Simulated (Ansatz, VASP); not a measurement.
## SiC in VASP and in Ansatz

The input INCAR:

```
PREC     = Accurate       # precision mode
ENCUT    = 520            # plane-wave cutoff, eV
EDIFF    = 1E-7           # SCF threshold, eV
ISMEAR   = 0              # smearing method
SIGMA    = 0.05           # smearing width, eV
LREAL    = False          # projectors in reciprocal space
LASPH    = True           # aspherical terms in the spheres
NELM     = 60             # most SCF steps
ALGO     = Normal         # electronic algorithm
ISIF     = 2              # what is computed and relaxed
LWAVE    = False          # write WAVECAR
LCHARG   = True           # write CHGCAR
LELF     = True           # ELF
LVHAR    = True         
NBANDS   = 26             # bands
```

Contents of KPOINTS:

```
Automatic mesh
0
Gamma
  8 8 8
```

Contents of POSCAR:

```
SiC
1.0
    4.3708489814     -0.0190958782      0.0553702386
    0.0190958782     -4.2749792681     -0.0001788364
   -0.0553702386     -0.0001788364     -4.3639887299
Si C
4 4
Direct
   -0.0086587360      0.4973938222      0.5023847005
    0.5019668198      0.0028149880      0.4975271928
    0.5061441793      0.4989361863     -0.0098749333
    0.0041210674      0.0038689317      0.0029486814
    0.7465833442      0.7546931470      0.7473216451
    0.2550926729      0.2448051180      0.7599716563
    0.2583587779      0.7481457713      0.2564947004
    0.7363918744      0.2493420355      0.2432263568
```

Input for Ansatz:

```yaml
crystal:
  lattice:
    - [4.3708489814, -0.0190958782, 0.0553702386]
    - [0.0190958782, -4.2749792681, -0.0001788364]
    - [-0.0553702386, -0.0001788364, -4.3639887299]
  atoms:
    - { symbol: Si, position: [-0.008658736, 0.4973938222, 0.5023847005] }
    - { symbol: Si, position: [0.5019668198, 0.002814988, 0.4975271928] }
    - { symbol: Si, position: [0.5061441793, 0.4989361863, -0.0098749333] }
    - { symbol: Si, position: [0.0041210674, 0.0038689317, 0.0029486814] }
    - { symbol: C, position: [0.7465833442, 0.754693147, 0.7473216451] }
    - { symbol: C, position: [0.2550926729, 0.244805118, 0.7599716563] }
    - { symbol: C, position: [0.2583587779, 0.7481457713, 0.2564947004] }
    - { symbol: C, position: [0.7363918744, 0.2493420355, 0.2432263568] }
basis:
  ecutwfc: 420
kpoints:
  mp_grid: { grid: [8, 8, 8] }
hamiltonian:
  xc: lda
scf:
  occupations: { method: gaussian, width: 0.05 }
output:
  forces: true
  stress: true
  eigenvalues: true
```

Change from the starting cell: all atoms moved at random (sigma 0.03 Å a component), cell strained at random (sigma 0.01).

Alike in both runs: task single point; functional LDA; k mesh 8 × 8 × 8; occupations gaussian, width 0.05 eV; no spin polarisation.

```csv
,VASP,Ansatz
version,VASP 6.6.1,Ansatz 0.2.0
potentials or method,"VASP PAW LDA potentials, release 64 (Si, C), cutoff 520 eV","scalar-relativistic, plane waves, PAW"
valence electrons in the cell,32,32
```

```tsv
	VASP	Ansatz	Ansatz less VASP
gap on the k mesh at the Fermi level (eV)	0.88	0.89	+0.013
least direct gap on the mesh (eV)	0.88	0.89	+0.013
pressure (GPa)	-0.2	-0.6	-0.40
traceless stress, the component that is largest in VASP (GPa)	-6.77	-6.73	+0.040
rms of the force components (eV/Å)	0.687	0.687	-0.0003
```

LDA's correlation is that of Perdew and Zunger in VASP and of Perdew and Wang (1992) in Ansatz. Atom by atom the forces differ by 0.002 eV/Å (rms over components).
